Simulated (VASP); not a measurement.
# HfNbF3 (Pm-3m) in VASP: single point with PBE

Aim: the single point of HfNbF3 with PBE.

Program: VASP 6.6.1. These are calculated values, not measurements. Logs are shortened: lines on timing, memory, paths and dates and some standing lists are left out, and cuts for length are marked.

### Step 1. The cell of the first run

The structure is cubic, space group Pm-3m (No. 221). The conventional cell has a = 4.007 Å, b = 4.007 Å, c = 4.007 Å, α = 90.00°, β = 90.00°, γ = 90.00°. Within 3.7 Å of Hf (site symmetry m-3m) lie 12 F at 2.83 Å and 8 Nb at 3.47 Å. Within 2.7 Å of Nb (site symmetry m-3m) lie 6 F at 2.00 Å. F (site symmetry 4/mmm) has 2 Nb at 2.00 Å within 2.7 Å.

### Step 2. Single point, PBE

The input, INCAR:

```
  PREC = Accurate
  ENCUT = 520
  EDIFF = 1E-6
  ISMEAR = 0
  SIGMA = 0.1
  LREAL = F
  LASPH = T
  NELM = 60
  ALGO = Normal
  ISIF = 2
  LWAVE = F
  LCHARG = F
  GGA = PE
  NBANDS = 30
```

The input, KPOINTS:

```
Automatic mesh
0
Gamma
  4 4 4
```

The input, POSCAR:

```
HfNbF3
1.0
    4.0071060400      0.0000000000      0.0000000000
    0.0000000000      4.0071060400      0.0000000000
    0.0000000000      0.0000000000      4.0071060400
Hf Nb F
1 1 3
Direct
    0.0000000000      0.0000000000      0.0000000000
    0.5000000000      0.5000000000      0.5000000000
    0.0000000000      0.5000000000      0.5000000000
    0.5000000000      0.0000000000      0.5000000000
    0.5000000000      0.5000000000      0.0000000000
```

Potentials or basis: VASP PAW PBE potentials, release 64 (Hf_pv, Nb_sv, F).

Run with:

```
cat potpaw_PBE.64/Hf_pv/POTCAR potpaw_PBE.64/Nb_sv/POTCAR potpaw_PBE.64/F/POTCAR > POTCAR
mpirun -np 1 vasp_std > vasp.out
```

OUTCAR:

```text
PREC = Accurate
   ENCUT = 520
   EDIFF = 1E-6
   ISMEAR = 0
   LREAL = F
   LASPH = T
   NELM = 60
   ISIF = 2
   GGA = PE

 ion  position               nearest neighbor table
   1  0.000  0.000  0.000-   3 2.83   4 2.83   5 2.83   3 2.83   4 2.83   3 2.83   5 2.83   3 2.83
                             4 2.83   5 2.83   4 2.83   5 2.83
   2  0.500  0.500  0.500-   3 2.00   4 2.00   5 2.00   5 2.00   4 2.00   3 2.00
   3  0.000  0.500  0.500-   2 2.00   2 2.00   1 2.83   1 2.83   1 2.83   1 2.83
   4  0.500  0.000  0.500-   2 2.00   2 2.00   1 2.83   1 2.83   1 2.83   1 2.83
   5  0.500  0.500  0.000-   2 2.00   2 2.00   1 2.83   1 2.83   1 2.83   1 2.83

  LATTYP: Found a simple cubic cell.
 ALAT       =     4.0071060400

  Lattice vectors:

 A1 = (   4.0071060400,   0.0000000000,   0.0000000000)
 A2 = (   0.0000000000,   4.0071060400,   0.0000000000)
 A3 = (   0.0000000000,   0.0000000000,   4.0071060400)

Analysis of symmetry for initial positions (statically):
=====================================================================
 Subroutine PRICEL returns:
 Original cell was already a primitive cell.

 Routine SETGRP: Setting up the symmetry group for a
 simple cubic supercell.

 Subroutine GETGRP returns: Found 48 space group operations
 (whereof 48 operations were pure point group operations)
 out of a pool of 48 trial point group operations.

The static configuration has the point symmetry O_h .

Analysis of symmetry for dynamics (positions and initial velocities):
=====================================================================
 Subroutine PRICEL returns:
 Original cell was already a primitive cell.

 Routine SETGRP: Setting up the symmetry group for a
 simple cubic supercell.

 Subroutine GETGRP returns: Found 48 space group operations
 (whereof 48 operations were pure point group operations)
 out of a pool of 48 trial point group operations.

The dynamic configuration has the point symmetry O_h .

 Subroutine INISYM returns: Found 48 space group operations
 (whereof 48 operations are pure point group operations),
 and found     1 'primitive' translations

----------------------------------------------------------------------------------------

                                     Primitive cell

  volume of cell :      64.3417

  direct lattice vectors                    reciprocal lattice vectors
     4.007106040  0.000000000  0.000000000     0.249556660  0.000000000  0.000000000
     0.000000000  4.007106040  0.000000000     0.000000000  0.249556660  0.000000000
     0.000000000  0.000000000  4.007106040     0.000000000  0.000000000  0.249556660

  length of vectors
     4.007106040  4.007106040  4.007106040     0.249556660  0.249556660  0.249556660

  position of ions in fractional coordinates (direct lattice)
     0.000000000  0.000000000  0.000000000
     0.500000000  0.500000000  0.500000000
     0.000000000  0.500000000  0.500000000
     0.500000000  0.000000000  0.500000000
     0.500000000  0.500000000  0.000000000

  ion indices of the primitive-cell ions
   primitive index   ion index
                 1           1
                 2           2
                 3           3
                 4           4
                 5           5

----------------------------------------------------------------------------------------

 KPOINTS: Automatic mesh

Automatic generation of k-mesh.
 Grid dimensions read from file:
 generate k-points for:    4    4    4

 Generating k-lattice:

  Cartesian coordinates                     Fractional coordinates (reciprocal lattice)
     0.062389165  0.000000000  0.000000000     0.250000000  0.000000000  0.000000000
     0.000000000  0.062389165  0.000000000     0.000000000  0.250000000  0.000000000
     0.000000000  0.000000000  0.062389165     0.000000000  0.000000000  0.250000000

  Length of vectors
     0.062389165  0.062389165  0.062389165

  Shift w.r.t. Gamma in fractional coordinates (k-lattice)
     0.000000000  0.000000000  0.000000000

 Subroutine IBZKPT returns following result:
 ===========================================

 Found     10 irreducible k-points:

 Following reciprocal coordinates:
            Coordinates               Weight
  0.000000  0.000000  0.000000      1.000000
  0.250000  0.000000  0.000000      6.000000
  0.500000  0.000000  0.000000      3.000000
  0.250000  0.250000  0.000000     12.000000
  0.500000  0.250000  0.000000     12.000000
  0.500000  0.500000  0.000000      3.000000
  0.250000  0.250000  0.250000      8.000000
  0.500000  0.250000  0.250000     12.000000
  0.500000  0.500000  0.250000      6.000000
  0.500000  0.500000  0.500000      1.000000
   k-points           NKPTS =     10   k-points in BZ     NKDIM =     10   number of bands    NBANDS=     30
   number of dos      NEDOS =    301   number of ions     NIONS =      5
   total plane-waves  NPLWV =  27000
   dimension x,y,z NGX =    30 NGY =   30 NGZ =   30
   dimension x,y,z NGXF=    60 NGYF=   60 NGZF=   60
   ions per type =               1   1   3
   NGX,Y,Z   is equivalent  to a cutoff of  12.45, 12.45, 12.45 a.u.
   NGXF,Y,Z  is equivalent  to a cutoff of  24.89, 24.89, 24.89 a.u.
 SYSTEM =  unknown system
   PREC   = accura    normal or accurate (medium, high low for compatibility)
   ISTART =      0    job   : 0-new  1-cont  2-samecut
   ICHARG =      2    charge: 1-file 2-atom 10-const
   ISPIN  =      1    spin polarized calculation?
   LNONCOLLINEAR =      F non collinear calculations
   LSORBIT =      F    spin-orbit coupling
   LASPH  =      T    aspherical Exc in radial PAW
   ENCUT  =  520.0 eV  38.22 Ry    6.18 a.u.   7.45  7.45  7.45*2*pi/ulx,y,z
   NELM   =     60;   NELMIN=  2; NELMDL= -5     # of ELM steps
   EDIFF  = 0.1E-05   stopping-criterion for ELM
   LREAL  =      F    real-space projection
   EDIFFG = 0.1E-04   stopping-criterion for IOM
   NSW    =      0    number of steps for IOM
   IBRION =     -1    ionic relax: 0-MD 1-quasi-New 2-CG
   NFREE  =      0    steps in history (QN), initial steepest desc. (CG)
   ISIF   =      2    stress and relaxation
   ISYM   =      2    0-nonsym 1-usesym 2-fastsym
   POTIM  = 0.5000    time-step for ionic-motion
   TEBEG  =    0.0;   TEEND  =   0.0 temperature during run
   PSTRESS=    0.0 pullay stress
   NELECT =      44.0000    total number of electrons
   NUPDOWN=      -1.0000    fix difference up-down
   EMIN   =  10.00;   EMAX   =-10.00  energy-range for DOS
   EFERMI =   0.00;   METHOD = LEGACY
   ISMEAR =     0;   SIGMA  =   0.10  broadening in eV -4-tet -1-fermi 0-gaus
   EFERMI_NEDOS =   21; number of points for ismear=-14 and -15
   IALGO  =     38    algorithm
   IMIX   =      4    mixing-type and parameters
     AMIX     =   0.40;   BMIX     =  1.00
     AMIX_MAG =   1.60;   BMIX_MAG =  1.00
  volume/ion in A,a.u.               =      12.87        86.84
  Fermi-wavevector in a.u.,A,eV,Ry     =   1.442320  2.725589 28.304013  2.080286
  Thomas-Fermi vector in A             =   2.560853
   LORBIT       =      0    0 simple, 1 ext, 2 COOP (PROOUT), +10 PAW based schemes
   GGA     = PE    functional components
   LHFCALC =     F    Hartree Fock is set to
   AEXX    =    0.0000 exact exchange contribution
   IVDW    =     0    specifies the selected vdW correction
   LEPSILON=     F    determine dielectric tensor
   LRPA    =     F    only Hartree local field effects (RPA)
 non-spin polarized calculation
 Gauss-broadening in eV      SIGMA  =   0.10
  energy-cutoff  :      520.00
  volume of cell :       64.34
 maximum number of plane-waves:      1750
 NGX is ok and might be reduce to    30
   NGX = 15   NGY = 15   NGZ = 15

 number of electron      43.9999955 magnetization

 Free energy of the ion-electron system (eV)
  ---------------------------------------------------
  ext. energy  EPLUGINS =         0.00000000
  ---------------------------------------------------
  free energy    TOTEN  =       -28.89725792 eV

  energy without entropy =      -28.85595629  energy(sigma->0) =      -28.87660711

 E-fermi :   8.3199     XC(G=0): -11.4940

 val. band max:        8.3113609163   @ k =   0.5000   0.0000   0.0000
 cond. band min:       8.3395093685   @ k =   0.5000   0.5000   0.2500
 fundamental gap:      0.0281484522
 Fermi energy:         8.3199197455

 k-point     1 :       0.0000    0.0000    0.0000
  band No.  band energies     occupation
      1     -48.0297      2.00000
      2     -24.3852      2.00000
      3     -24.3852      2.00000
      4     -24.3852      2.00000
      5     -23.9386      2.00000
      6     -23.9386      2.00000
[... 22 lines left out ...]
     29      10.5932      0.00000
     30      10.5932      0.00000

 k-point     2 :       0.2500    0.0000    0.0000
  band No.  band energies     occupation
      1     -48.0272      2.00000
      2     -24.6874      2.00000
      3     -24.3725      2.00000
      4     -24.3725      2.00000
      5     -23.9853      2.00000
      6     -23.9469      2.00000
[... 22 lines left out ...]
     29      10.5593      0.00000
     30      11.7079      0.00000

 k-point     3 :       0.5000    0.0000    0.0000
  band No.  band energies     occupation
      1     -48.0246      2.00000
      2     -24.9499      2.00000
      3     -24.3593      2.00000
      4     -24.3593      2.00000
      5     -24.0218      2.00000
      6     -23.9556      2.00000
[... 22 lines left out ...]
     29      10.5027      0.00000
     30      10.5898      0.00000

 k-point     4 :       0.2500    0.2500    0.0000
  band No.  band energies     occupation
      1     -48.0246      2.00000
      2     -24.7043      2.00000
      3     -24.6849      2.00000
      4     -24.3643      2.00000
      5     -23.9823      2.00000
      6     -23.9502      2.00000
[... 22 lines left out ...]
     29      11.1603      0.00000
     30      12.4170      0.00000

 k-point     5 :       0.5000    0.2500    0.0000
  band No.  band energies     occupation
      1     -48.0220      2.00000
      2     -24.9627      2.00000
      3     -24.7028      2.00000
      4     -24.3558      2.00000
      5     -23.9774      2.00000
      6     -23.9569      2.00000
[... 22 lines left out ...]
     29      10.7721      0.00000
     30      11.3846      0.00000

 k-point     6 :       0.5000    0.5000    0.0000
  band No.  band energies     occupation
      1     -48.0195      2.00000
      2     -24.9756      2.00000
      3     -24.9756      2.00000
      4     -24.3524      2.00000
      5     -23.9579      2.00000
      6     -23.9579      2.00000
[... 22 lines left out ...]
     29      11.5910      0.00000
     30      11.5910      0.00000

 k-point     7 :       0.2500    0.2500    0.2500
  band No.  band energies     occupation
      1     -48.0221      2.00000
      2     -24.6950      2.00000
      3     -24.6873      2.00000
      4     -24.6873      2.00000
      5     -23.9639      2.00000
      6     -23.9601      2.00000
[... 22 lines left out ...]
     29      12.4733      0.00000
     30      12.4733      0.00000

 k-point     8 :       0.5000    0.2500    0.2500
  band No.  band energies     occupation
      1     -48.0195      2.00000
      2     -24.9588      2.00000
      3     -24.7005      2.00000
      4     -24.6696      2.00000
      5     -23.9725      2.00000
      6     -23.9694      2.00000
[... 22 lines left out ...]
     29      12.0372      0.00000
     30      12.5179      0.00000

 k-point     9 :       0.5000    0.5000    0.2500
  band No.  band energies     occupation
      1     -48.0169      2.00000
      2     -24.9552      2.00000
      3     -24.9552      2.00000
      4     -24.6675      2.00000
      5     -23.9732      2.00000
      6     -23.9732      2.00000
[... 22 lines left out ...]
     29      13.0525      0.00000
     30      13.0537      0.00000

 k-point    10 :       0.5000    0.5000    0.5000
  band No.  band energies     occupation
      1     -48.0144      2.00000
      2     -24.9341      2.00000
      3     -24.9341      2.00000
      4     -24.9341      2.00000
      5     -23.9894      2.00000
      6     -23.9894      2.00000
[... 22 lines left out ...]
     29      14.2312      0.00000
     30      14.2313      0.00000

------------------------ aborting loop because EDIFF is reached ----------------------------------------

  FORCE on cell =-STRESS in cart. coord.  units (eV):
  Direction    XX          YY          ZZ          XY          YZ          ZX
  --------------------------------------------------------------------------------------
  -------------------------------------------------------------------------------------
  Total       11.4125044     11.4125044     11.4125044      0.0000000      0.0000000      0.0000000
  in kB      284.1836138    284.1836138    284.1836138      0.0000000      0.0000000      0.0000000
  external PRESSURE =     284.1836138 kB  Pullay stress =       0.0000000 kB

 VOLUME and BASIS-vectors are now :
 -----------------------------------------------------------------------------
  energy-cutoff  :      520.00
  volume of cell :       64.34
      direct lattice vectors                 reciprocal lattice vectors
     4.007106040  0.000000000  0.000000000     0.249556660  0.000000000  0.000000000
     0.000000000  4.007106040  0.000000000     0.000000000  0.249556660  0.000000000
     0.000000000  0.000000000  4.007106040     0.000000000  0.000000000  0.249556660

 POSITION                                       TOTAL-FORCE (eV/Angst)
 -----------------------------------------------------------------------------------
      0.00000      0.00000      0.00000         0.000000      0.000000      0.000000
      2.00355      2.00355      2.00355         0.000000      0.000000      0.000000
      0.00000      2.00355      2.00355         0.000000      0.000000      0.000000
      2.00355      0.00000      2.00355         0.000000      0.000000      0.000000
      2.00355      2.00355      0.00000         0.000000      0.000000      0.000000
 -----------------------------------------------------------------------------------
    total drift:                                0.000000      0.000000     -0.000000

  FREE ENERGIE OF THE ION-ELECTRON SYSTEM (eV)
  ---------------------------------------------------
  free  energy   TOTEN  =       -28.8972579222 eV

  energy  without entropy=      -28.8559562891  energy(sigma->0) =      -28.87660711
```

Wall time 10 s (1 thread of Intel Xeon 6975P-C (Granite Rapids), shared host); peak memory 0.17 GiB.

Results:

```
Free energy            : -28.8973 eV
Pressure               : 28.4 GPa
Band gap on the k mesh : zero (band 22 reaches 8.59 eV, above the bottom of band 23 at 6.68 eV)
```

Levels at points of the mesh, in eV from the Fermi level:
| k point | band 18 | band 19 | band 20 | band 21 | band 22 | band 23 | band 24 | band 25 | band 26 | band 27 |
| --- | --- | --- | --- | --- | --- | --- | --- | --- | --- | --- |
| (0.00, 0.00, 0.00) | -8.40 | -8.40 | -3.30 | -1.64 | -1.64 | -1.64 | -1.03 | -1.03 | 1.99 | 1.99 |
| (0.50, 0.00, 0.00) | -8.49 | -8.49 | -0.99 | -0.97 | -0.01 | 0.28 | 0.28 | 0.91 | 1.16 | 1.38 |
| (0.50, 0.50, 0.00) | -8.76 | -7.98 | -0.05 | -0.05 | -0.01 | 0.35 | 0.89 | 2.21 | 2.34 | 2.34 |
| (0.50, 0.50, 0.50) | -7.93 | -7.93 | -0.15 | -0.15 | -0.15 | 0.71 | 1.44 | 1.44 | 1.44 | 1.99 |

Caveat: the k points lie up to 0.39 Å⁻¹ apart; spin-orbit coupling is left out, which moves the levels of the heavy elements.
